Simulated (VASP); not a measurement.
Input of a VASP 6.6.1 run:

INCAR

```
SYSTEM = Ta
PREC     = Accurate       ! precision mode
ENCUT    = 520            ! plane-wave cutoff, eV
EDIFF    = 1E-6           ! SCF threshold, eV
ISMEAR   = -1             ! smearing method
SIGMA    = 0.05           ! smearing width, eV
LREAL    = .FALSE.        ! projectors in reciprocal space
LASPH    = .TRUE.         ! aspherical terms in the spheres
NELM     = 80             ! most SCF steps
ALGO     = Normal         ! electronic algorithm
ISIF     = 2              ! what is computed and relaxed
LWAVE    = .FALSE.        ! write WAVECAR
LCHARG   = .TRUE.         ! write CHGCAR
GGA      = PS             ! functional
LELF     = .TRUE.         ! ELF
LVHAR    = .TRUE.       
NBANDS   = 12             ! bands
```

File KPOINTS:

```
Automatic mesh
0
G
  15 15 15
  0 0 0
```

File POSCAR:

```
Ta
1.0
   -1.6836662614      1.6836662614      1.6836662614
    1.6836662614     -1.6836662614      1.6836662614
    1.6836662614      1.6836662614     -1.6836662614
Ta
1
Direct
    0.0000000000      0.0000000000      0.0000000000
```

Potentials or basis: VASP PAW PBE potentials, release 64 (Ta_pv).

Launch:

```console
$ cat potpaw_PBE.64/Ta_pv/POTCAR > POTCAR
$ mpirun -np 1 vasp_std > vasp.out
```

(1) Predict the pressure.

## Answers

(1) -13.9 GPa.

Caveat: the PAW data sets were made with another functional, which shifts forces and pressure a little.
